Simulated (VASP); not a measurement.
# SnO2 (R-3m) in VASP: a series of runs, part 2 of 2

VASP 6.6.1. The steps go on from the part before.

## 5. Single point, LDA

This run uses another cell than the first one, of 12.12 Å³/atom.

INCAR reads:

```
PREC = Accurate
ENCUT = 520
EDIFF = 1E-7
ISMEAR = 0
SIGMA = 0.05
LREAL = False
LASPH = True
NELM = 60
ALGO = Normal
ISIF = 2
LWAVE = False
LCHARG = True
GGA = CA
LELF = True
LVHAR = True
NBANDS = 20
```

KPOINTS reads:

```
regular mesh
0
Gamma
  12 12 12
```

POSCAR reads:

```
SnO2
1.0
    1.6039156916      0.9260211563      4.0813809037
   -1.6039156916      0.9260211563      4.0813809037
    0.0000000000     -1.8520423126      4.0813809037
Sn O
1 2
Direct
    0.5000000000      0.5000000000      0.5000000000
    0.2451905456      0.2451905456      0.2451905456
    0.7548094544      0.7548094544      0.7548094544
```

Potentials or basis: VASP PAW LDA potentials, release 64 (Sn_d, O).

The run is started by

```bash
cat potpaw_LDA.64/Sn_d/POTCAR potpaw_LDA.64/O/POTCAR > POTCAR
mpirun -np 1 vasp_std > vasp.out
```

OUTCAR:

```text
PREC = Accurate
   ENCUT = 520
   EDIFF = 1E-7
   ISMEAR = 0
   LREAL = False
   LASPH = True
   NELM = 60
   ISIF = 2
   GGA = CA

 ion  position               nearest neighbor table
   1  0.500  0.500  0.500-   2 2.09   3 2.09   2 2.09   2 2.09   3 2.09   3 2.09
   2  0.245  0.245  0.245-   1 2.09   1 2.09   1 2.09
   3  0.755  0.755  0.755-   1 2.09   1 2.09   1 2.09

  LATTYP: Found a trigonal (rhomboedric) cell.
 ALAT       =     4.4819338247
 COS(alpha) =     0.7438689745

  Lattice vectors:

 A1 = (   1.6039156916,   0.9260211563,   4.0813809037)
 A2 = (  -1.6039156916,   0.9260211563,   4.0813809037)
 A3 = (   0.0000000000,  -1.8520423126,   4.0813809037)

Analysis of symmetry for initial positions (statically):
=====================================================================
 Subroutine PRICEL returns:
 Original cell was already a primitive cell.

 Routine SETGRP: Setting up the symmetry group for a
 trigonal (rhombohedral) supercell.

 Subroutine GETGRP returns: Found 12 space group operations
 (whereof 12 operations were pure point group operations)
 out of a pool of 12 trial point group operations.

[... 164 lines left out ...]

 E-fermi :   5.7134     XC(G=0): -11.6870

 val. band max:        5.5088485468   @ k =   0.0000   0.0000   0.0000
 cond. band min:       7.0721656949   @ k =   0.0000   0.0000   0.0000
 fundamental gap:      1.5633171481
 Fermi energy:         5.7133571140

 k-point     1 :       0.0000    0.0000    0.0000
  band No.  band energies     occupation
      1     -14.7748      2.00000
      2     -14.4653      2.00000
      3     -14.4653      2.00000
      4     -14.2183      2.00000
      5     -14.2183      2.00000
      6     -12.9571      2.00000
[... 541 lines left out ...]
     19      19.5409      0.00000
     20      20.8750      0.00000

 [... further k-points ...]

------------------------ aborting loop because EDIFF is reached ----------------------------------------

  FORCE on cell =-STRESS in cart. coord.  units (eV):
  Direction    XX          YY          ZZ          XY          YZ          ZX
  --------------------------------------------------------------------------------------
  -------------------------------------------------------------------------------------
  Total        0.3038722      0.3038722      0.0690190      0.0000000      0.0000000     -0.0000000
  in kB       13.3856886     13.3856886      3.0403132      0.0000000      0.0000000     -0.0000000
  external PRESSURE =       9.9372301 kB  Pullay stress =       0.0000000 kB

 VOLUME and BASIS-vectors are now :
 -----------------------------------------------------------------------------
  energy-cutoff  :      520.00
  volume of cell :       36.37
      direct lattice vectors                 reciprocal lattice vectors
     1.603915692  0.926021156  4.081380904     0.311737084  0.179981489  0.081671704
    -1.603915692  0.926021156  4.081380904    -0.311737084  0.179981489  0.081671704
     0.000000000 -1.852042313  4.081380904     0.000000000 -0.359962978  0.081671704

 POSITION                                       TOTAL-FORCE (eV/Angst)
 -----------------------------------------------------------------------------------
      0.00000      0.00000      6.12207         0.000000      0.000000      0.000000
      0.00000      0.00000      3.00215         0.000000     -0.000000      0.063233
      0.00000      0.00000      9.24199         0.000000     -0.000000     -0.063233
 -----------------------------------------------------------------------------------
    total drift:                                0.000000     -0.000000      0.000000

  FREE ENERGIE OF THE ION-ELECTRON SYSTEM (eV)
  ---------------------------------------------------
  free  energy   TOTEN  =       -20.5603585884 eV

  energy  without entropy=      -20.5603585884  energy(sigma->0) =      -20.56035859
```

stdout:

```text
POSCAR found type information on POSCAR SnO
 POSCAR found :  2 types and       3 ions
 scaLAPACK will be used
 LDA part: xc-table for (Slater(with rela. corr.)+CA(PZ))
 , standard interpolation
 POSCAR, INCAR and KPOINTS ok, starting setup
 FFT: planning ... GRIDC
 FFT: planning ... GRID_SOFT
 FFT: planning ... GRID
 WAVECAR not read
 entering main loop
```

Wall time 5.5 min (1 thread of Intel Xeon 8259CL, shared host); peak memory 0.26 GiB.

Results:

| Quantity | Value |
| --- | --- |
| Free energy | -20.5604 eV |
| Pressure | 1.0 GPa |
| Largest force | 0.063 eV/Å |
| Band gap on the k mesh | 1.56 eV |

Forces in eV/Å, atoms in the order of the input:
```
Sn   0.000  0.000  0.000
O    0.000  0.000  0.063
O    0.000  0.000 -0.063
```

Caveat: spin-orbit coupling is left out, which moves the levels of the heavy elements. A k mesh can miss the band edges.

## 6. Relaxation of cell and atoms, LDA

This run uses another cell than the first one, of 12.16 Å³/atom.

INCAR reads:

```
PREC = Accurate
ENCUT = 600
EDIFF = 1E-6
ISMEAR = 0
SIGMA = 0.02
LREAL = False
LASPH = True
NELM = 100
ALGO = Normal
ISIF = 3
LWAVE = False
LCHARG = False
IBRION = 2
NSW = 100
EDIFFG = -0.005
```

KPOINTS is that of step 5.

POSCAR reads:

```
SnO2
1.0
    1.6030896316      0.9255442303      4.0982257986
   -1.6030896316      0.9255442303      4.0982257986
    0.0000000000     -1.8510884607      4.0982257986
Sn O
1 2
Direct
    0.5000000000      0.5000000000      0.5000000000
    0.2450008693      0.2450008693      0.2450008693
    0.7549991307      0.7549991307      0.7549991307
```

Potentials or basis: VASP PAW LDA potentials, release 64 (Sn_d, O).

The run is started by

```bash
cat potpaw_LDA.64/Sn_d/POTCAR potpaw_LDA.64/O/POTCAR > POTCAR
mpirun -np 1 vasp_std > vasp.out
```

OUTCAR:

```text
PREC = Accurate
   ENCUT = 600
   EDIFF = 1E-6
   ISMEAR = 0
   LREAL = False
   LASPH = True
   NELM = 100
   ISIF = 3
   IBRION = 2
   NSW = 100
   EDIFFG = -0.005

 ion  position               nearest neighbor table
   1  0.500  0.500  0.500-   2 2.09   2 2.09   3 2.09   3 2.09   2 2.09   3 2.09
   2  0.245  0.245  0.245-   1 2.09   1 2.09   1 2.09
   3  0.755  0.755  0.755-   1 2.09   1 2.09   1 2.09

  LATTYP: Found a trigonal (rhomboedric) cell.
 ALAT       =     4.4968859431
 COS(alpha) =     0.7458314209

  Lattice vectors:

 A1 = (   1.6030896316,   0.9255442303,   4.0982257986)
 A2 = (  -1.6030896316,   0.9255442303,   4.0982257986)
 A3 = (   0.0000000000,  -1.8510884607,   4.0982257986)

Analysis of symmetry for initial positions (statically):
=====================================================================
 Subroutine PRICEL returns:
 Original cell was already a primitive cell.

 Routine SETGRP: Setting up the symmetry group for a
 trigonal (rhombohedral) supercell.

 Subroutine GETGRP returns: Found 12 space group operations
 (whereof 12 operations were pure point group operations)
 out of a pool of 12 trial point group operations.

The static configuration has the point symmetry D_3d.

Analysis of symmetry for dynamics (positions and initial velocities):
=====================================================================
 Subroutine PRICEL returns:
 Original cell was already a primitive cell.

 Routine SETGRP: Setting up the symmetry group for a
 trigonal (rhombohedral) supercell.

 Subroutine GETGRP returns: Found 12 space group operations
 (whereof 12 operations were pure point group operations)
 out of a pool of 12 trial point group operations.

The dynamic configuration has the point symmetry D_3d.

 Subroutine INISYM returns: Found 12 space group operations
 (whereof 12 operations are pure point group operations),
 and found     1 'primitive' translations

----------------------------------------------------------------------------------------

                                     Primitive cell

  volume of cell :      36.4840

  direct lattice vectors                    reciprocal lattice vectors
     1.603089632  0.925544230  4.098225799     0.311897719  0.180074232  0.081336010
    -1.603089632  0.925544230  4.098225799    -0.311897719  0.180074232  0.081336010
     0.000000000 -1.851088461  4.098225799     0.000000000 -0.360148464  0.081336010

  length of vectors
     4.496885943  4.496885943  4.496885943     0.369218720  0.369218720  0.369218720

  position of ions in fractional coordinates (direct lattice)
     0.500000000  0.500000000  0.500000000
     0.245000869  0.245000869  0.245000869
     0.754999131  0.754999131  0.754999131

  ion indices of the primitive-cell ions
   primitive index   ion index
                 1           1
                 2           2
                 3           3

----------------------------------------------------------------------------------------

 KPOINTS: regular mesh

Automatic generation of k-mesh.
 Grid dimensions read from file:
[... 59 lines left out ...]
   ISPIN  =      1    spin polarized calculation?
   LNONCOLLINEAR =      F non collinear calculations
   LSORBIT =      F    spin-orbit coupling
   LASPH  =      T    aspherical Exc in radial PAW
   ENCUT  =  600.0 eV  44.10 Ry    6.64 a.u.   8.98  8.98  8.98*2*pi/ulx,y,z
   NELM   =    100;   NELMIN=  2; NELMDL= -5     # of ELM steps
   EDIFF  = 0.1E-05   stopping-criterion for ELM
   LREAL  =      F    real-space projection
   EDIFFG = -.5E-02   stopping-criterion for IOM
   NSW    =    100    number of steps for IOM
   IBRION =      2    ionic relax: 0-MD 1-quasi-New 2-CG
   NFREE  =      1    steps in history (QN), initial steepest desc. (CG)
   ISIF   =      3    stress and relaxation
   ISYM   =      2    0-nonsym 1-usesym 2-fastsym
   POTIM  = 0.5000    time-step for ionic-motion
   TEBEG  =    0.0;   TEEND  =   0.0 temperature during run
   PSTRESS=    0.0 pullay stress
   NELECT =      26.0000    total number of electrons
   NUPDOWN=      -1.0000    fix difference up-down
   EMIN   =  10.00;   EMAX   =-10.00  energy-range for DOS
   EFERMI =   0.00;   METHOD = LEGACY
   ISMEAR =     0;   SIGMA  =   0.02  broadening in eV -4-tet -1-fermi 0-gaus
   EFERMI_NEDOS =   21; number of points for ismear=-14 and -15
   IALGO  =     38    algorithm
   IMIX   =      4    mixing-type and parameters
     AMIX     =   0.40;   BMIX     =  1.00
     AMIX_MAG =   1.60;   BMIX_MAG =  1.00
  volume/ion in A,a.u.               =      12.16        82.07
  Fermi-wavevector in a.u.,A,eV,Ry     =   1.462285  2.763317 29.093015  2.138276
  Thomas-Fermi vector in A             =   2.578516
   LORBIT       =      0    0 simple, 1 ext, 2 COOP (PROOUT), +10 PAW based schemes
   GGA     = CA    functional components
   LHFCALC =     F    Hartree Fock is set to
   AEXX    =    0.0000 exact exchange contribution
   IVDW    =     0    specifies the selected vdW correction
   LEPSILON=     F    determine dielectric tensor
   LRPA    =     F    only Hartree local field effects (RPA)
 conjugate gradient relaxation of ions
 non-spin polarized calculation
 Gauss-broadening in eV      SIGMA  =   0.02
  energy-cutoff  :      600.00
  volume of cell :       36.48
 maximum number of plane-waves:      1241
   NGX = 17   NGY = 17   NGZ = 17

--------------------------------------- Ionic step        1  -------------------------------------------

 number of electron      25.9999998 magnetization

 Free energy of the ion-electron system (eV)
  ---------------------------------------------------
  ext. energy  EPLUGINS =         0.00000000
  ---------------------------------------------------
  free energy    TOTEN  =       -20.56496599 eV

  energy without entropy =      -20.56496599  energy(sigma->0) =      -20.56496599

------------------------ aborting loop because EDIFF is reached ----------------------------------------

  FORCE on cell =-STRESS in cart. coord.  units (eV):
  Direction    XX          YY          ZZ          XY          YZ          ZX
  --------------------------------------------------------------------------------------
  -------------------------------------------------------------------------------------
  Total        0.2518937      0.2518937     -0.0071234      0.0000000      0.0000000     -0.0000000
  in kB       11.0618002     11.0618002     -0.3128215      0.0000000      0.0000000     -0.0000000
  external PRESSURE =       7.2702596 kB  Pullay stress =       0.0000000 kB
[... 92 lines left out ...]
  FREE ENERGIE OF THE ION-ELECTRON SYSTEM (eV)
  ---------------------------------------------------
  free  energy   TOTEN  =       -20.5655150554 eV

  energy  without entropy=      -20.5655150554  energy(sigma->0) =      -20.56551506

[... ionic steps 4 to 9 ...]

--------------------------------------- Ionic step       10  -------------------------------------------

 number of electron      25.9999998 magnetization

------------------------ aborting loop because EDIFF is reached ----------------------------------------
[... 69 lines left out ...]
--------------------------------------- Ionic step       12  -------------------------------------------

 number of electron      25.9999999 magnetization

 Free energy of the ion-electron system (eV)
  ---------------------------------------------------
  ext. energy  EPLUGINS =         0.00000000
  ---------------------------------------------------
  free energy    TOTEN  =       -20.56679988 eV

  energy without entropy =      -20.56679988  energy(sigma->0) =      -20.56679988

 E-fermi :   5.8417     XC(G=0): -11.7448

 val. band max:        5.6806488863   @ k =   0.0000   0.0000   0.0000
 cond. band min:       7.1147697194   @ k =   0.0000   0.0000   0.0000
 fundamental gap:      1.4341208331
 Fermi energy:         5.8417222697

 k-point     1 :       0.0000    0.0000    0.0000
  band No.  band energies     occupation
      1     -14.6501      2.00000
      2     -14.3502      2.00000
      3     -14.3502      2.00000
      4     -14.1124      2.00000
      5     -14.1124      2.00000
      6     -12.8410      2.00000
[... 457 lines left out ...]
      4     -14.0857      2.00000
      5     -14.0556      2.00000
      6     -10.9366      2.00000
[... 9 lines left out ...]
     16      15.2448      0.00000
     17      17.1825      0.00000

 [... further k-points ...]

------------------------ aborting loop because EDIFF is reached ----------------------------------------

  FORCE on cell =-STRESS in cart. coord.  units (eV):
  Direction    XX          YY          ZZ          XY          YZ          ZX
  --------------------------------------------------------------------------------------
  -------------------------------------------------------------------------------------
  Total       -0.0091556     -0.0091556      0.0022507      0.0000000     -0.0000000      0.0000000
  in kB       -0.4063153     -0.4063153      0.0998827      0.0000000     -0.0000000      0.0000000
  external PRESSURE =      -0.2375826 kB  Pullay stress =       0.0000000 kB
[... 18 lines left out ...]
  FREE ENERGIE OF THE ION-ELECTRON SYSTEM (eV)
  ---------------------------------------------------
  free  energy   TOTEN  =       -20.5667998771 eV

  energy  without entropy=      -20.5667998771  energy(sigma->0) =      -20.56679988

 reached required accuracy - stopping structural energy minimisation
```

CONTCAR:

```text
SnO2
   1.00000000000000
     1.6103211853490547    0.9297193698040889    4.0189948794271899
    -1.6103211853490547    0.9297193698040889    4.0189948794271899
     0.0000000000000000   -1.8594387397066947    4.0189948794267529
  Sn              O
     1     2
Direct
     0.5000000000000000    0.5000000000000000    0.5000000000000000
     0.2460060536226959    0.2460060536226959    0.2460060536226959
     0.7539939463773041    0.7539939463773041    0.7539939463773042

  0.00000000E+00  0.00000000E+00  0.00000000E+00
  0.00000000E+00  0.00000000E+00  0.00000000E+00
  0.00000000E+00  0.00000000E+00  0.00000000E+00
```

Run time: 26 min. Hardware: 1 thread of Intel Xeon 8259CL, shared host; peak memory 0.29 GiB.

Results:

| Quantity | Value |
| --- | --- |
| Free energy | -20.5668 eV |
| Relaxed volume | 12.03 Å³/atom |
| Relaxed cell | a = 4.428 Å, b = 4.428 Å, c = 4.428 Å, α = 42.65°, β = 42.65°, γ = 42.65° |
| Space group after relaxing (to 0.1 Å) | R-3m (No. 166) |
| Energy gained by relaxing | 0.6 meV/atom |
| Ionic steps | 12 |
| Pressure after relaxing | 0.0 GPa |
| Band gap on the k mesh | 1.43 eV |

The path:
```csv
step,energy change (eV),largest force (eV/Å),pressure (GPa),volume (Å³)
1,0.0000,0.0602,0.73,36.48
2,0.0002,0.0652,-1.33,36.78
3,-0.0005,0.0024,-0.21,36.62
4,-0.0008,0.0102,-0.20,36.58
5,-0.0013,0.0346,-0.14,36.45
6,-0.0013,0.0816,0.06,36.19
7,-0.0014,0.0562,-0.01,36.32
8,-0.0016,0.0317,-0.17,36.27
9,-0.0017,0.0052,-0.30,36.22
10,-0.0018,0.0064,-0.33,36.20
11,-0.0018,0.0021,0.17,36.05
12,-0.0018,0.0004,-0.02,36.10
```

Final structure:
```
Sn O
1.0
     1.61032    0.92972    4.01899
    -1.61032    0.92972    4.01899
     0.00000   -1.85944    4.01899
Sn O
1 2
Direct
  0.50000 0.50000 0.50000
  0.24601 0.24601 0.24601
  0.75399 0.75399 0.75399
```

Caveat: spin-orbit coupling is left out, which moves the levels of the heavy elements.

## 7. Summary

| task | cell | k mesh | cutoff (eV) | smearing | gap on the mesh (eV) | pressure (GPa) | relaxed volume (Å³/atom) | largest force (eV/Å) |
| --- | --- | --- | --- | --- | --- | --- | --- | --- |
| relaxation of cell and atoms | relaxed from a = 5.151 Å, angles 36.6°, 3 atoms, atomic positions A | 6 × 6 × 6 | 600 | gaussian 0.1 eV | 1.41 | 0.1 | 11.97 | 0.04 |
| single point | a = 4.482 Å, angles 41.9°, 3 atoms, atomic positions B | 12 × 12 × 12 | 520 | gaussian 0.02 eV | 1.56 | 1.0 | - | 0.06 |
| single point | a = 4.482 Å, angles 41.9°, 3 atoms, atomic positions B | 12 × 12 × 12 | 520 | gaussian 0.05 eV | 1.56 | 1.0 | - | 0.06 |
| relaxation of cell and atoms | relaxed from a = 4.497 Å, angles 41.8°, 3 atoms, atomic positions B | 12 × 12 × 12 | 600 | gaussian 0.02 eV | 1.43 | 0.0 | 12.03 | - |

Alike in all rows: level LDA; potentials or basis VASP PAW LDA potentials, release 64 (Sn_d, O); no spin polarisation.

Caveats: spin-orbit coupling is left out, which moves the levels of the heavy elements; the volume moved by over 15 % at a fixed basis, so the end points are rough (at least some runs); the relaxation stopped at a loose force limit of 0.05 eV/Å, so its end isn't a converged minimum (at least some runs).

Total energies depend on the potentials used, so only differences within one code and one set of settings carry meaning.
